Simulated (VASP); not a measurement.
# GaN: single point with PBEsol

Crystal: GaN.

```
Ga N
1.0
     3.18280    0.00000    0.00000
    -1.59140    2.75639    0.00000
     0.00000    0.00000    5.18520
Ga N
2 2
Direct
  0.66667 0.33333 0.49917
  0.33333 0.66667 0.99917
  0.66667 0.33333 0.87583
  0.33333 0.66667 0.37583
```

```yaml
Program: VASP 6.6.1
Task: single point
Functional: PBEsol
Potentials_or_basis: VASP PAW PBE potentials, release 64 (Ga_d, N)
Cutoff: 520 eV
k_mesh: 9 × 9 × 6
Occupations: gaussian, width 0.02 eV
Spin: no spin polarisation
```

```
Pressure               : -0.2 GPa
Band gap on the k mesh : 1.89 eV, direct
```

Levels at points of the mesh, in eV from the valence-band top:
| k point | band 15 | band 16 | band 17 | band 18 | band 19 | band 20 | band 21 | band 22 |
| --- | --- | --- | --- | --- | --- | --- | --- | --- |
| (0.00, 0.00, 0.00) | -1.05 | -0.04 | 0.00 | 0.00 | 1.89 | 4.21 | 9.12 | 9.82 |
| (0.00, 0.00, 0.50) | -0.54 | -0.54 | -0.54 | -0.54 | 4.22 | 4.22 | 8.38 | 8.38 |

It took 27 s on 1 thread of Intel(R) Xeon(R) 6975P-C (Granite Rapids) (shared host), peak memory 0.18 GiB.

Caveat: the PAW data sets were made with another functional, which shifts forces and pressure a little. A hybrid or GW would open this gap; PBEsol tends to underestimate it.
